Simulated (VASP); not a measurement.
Wanted: the native input for a VASP 6.6.1 run.

```
Task                   : single point
Functional             : PBE
Dispersion             : D3(BJ)
Potentials or basis    : VASP PAW PBE potentials, release 64 (In_d, P)
Cutoff                 : 520 eV
k mesh                 : 8 × 8 × 8
Occupations            : gaussian, width 0.02 eV
Spin                   : no spin polarisation
Dipole correction      : no
Further INCAR settings : ALGO = Normal; EDIFF = 1e-06; NBANDS = 16
```

The structure of InP lies in POSCAR:

```
InP
1.0
    0.0000000000      2.9467944393      2.9467944393
    2.9467944393      0.0000000000      2.9467944393
    2.9467944393      2.9467944393      0.0000000000
In P
1 1
Direct
    0.0000000000      0.0000000000      0.0000000000
    0.7500000000      0.7500000000      0.7500000000
```

The input as run:

INCAR

```
PREC = Accurate
ENCUT = 520
EDIFF = 1E-6
ISMEAR = 0
SIGMA = 0.02
LREAL = False
LASPH = True
NELM = 80
ALGO = Normal
ISIF = 2
LWAVE = False
LCHARG = True
GGA = PE
IVDW = 12
LELF = True
LVHAR = True
NBANDS = 16
```

KPOINTS

```
regular mesh
0
Gamma
  8 8 8
```

Potentials or basis: VASP PAW PBE potentials, release 64 (In_d, P).

Command:

```console
$ cat potpaw_PBE.64/In_d/POTCAR potpaw_PBE.64/P/POTCAR > POTCAR
$ mpirun -np 1 vasp_std > vasp.out
```

It gave:

- Pressure: -0.1 GPa
- Band gap on the k mesh: 0.62 eV, direct
- Dispersion energy per atom: -0.308 eV

Caveat: spin-orbit coupling is left out, which moves the levels of the heavy elements.

Run time: 11 s on 1 thread of Intel(R) Xeon(R) 6975P-C (Granite Rapids) (shared host), peak memory 0.19 GiB.
